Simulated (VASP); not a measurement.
ZnS, 16 atoms in the cell. The structure is hexagonal, space group P6_3mc (No. 186). The conventional cell has a = 3.933 Å, b = 3.933 Å, c = 25.713 Å, α = 90.00°, β = 90.00°, γ = 120.00°. Zn (site symmetry 3m) has 4 S at 2.41 Å within 3.2 Å. Zn (site symmetry 3m) has 4 S at 2.41 Å within 3.2 Å. Within 3.2 Å of Zn (site symmetry 3m) lie 4 S at 2.41 Å. Within 3.2 Å of Zn (site symmetry 3m) lie 4 S at 2.41 Å. S (site symmetry 3m) has 4 Zn at 2.41 Å within 3.2 Å. Within 3.2 Å of S (site symmetry 3m) lie 4 Zn at 2.41 Å. S (site symmetry 3m) has 4 Zn at 2.41 Å within 3.2 Å. S (site symmetry 3m) has 4 Zn at 2.41 Å within 3.2 Å. 

| Property | Result |
| --- | --- |
| Program | VASP 6.6.1 |
| Task | single point |
| Functional | r2SCAN |
| Potentials or basis | VASP PAW PBE potentials, release 64 (Zn, S) |
| Cutoff | 520 eV |
| k mesh | 6 × 6 × 1 |
| Occupations | gaussian, width 0.02 eV |
| Spin | no spin polarisation |
| Dipole correction | no |
| Further INCAR settings | LREAL = Auto; ALGO = Normal; EDIFF = 1e-07; NBANDS = 86 |

Potentials or basis: VASP PAW PBE potentials, release 64 (Zn, S).

Launch:

```console
$ cat potpaw_PBE.64/Zn/POTCAR potpaw_PBE.64/S/POTCAR > POTCAR
$ cp INCAR.step1 INCAR
$ mpirun -np 1 vasp_std > vasp.out
$ cp INCAR.step2 INCAR
$ mpirun -np 1 vasp_std > vasp.out
```

Hardware: 1 thread of AMD EPYC 7R13 Processor (Zen 3), with other jobs on the host.

Task: How long does it take, and how much memory?

Result: Run time: 21 min on 1 thread of AMD EPYC 7R13 Processor (Zen 3), on a shared host, peak memory 0.5 GiB. Counts: k points 7.
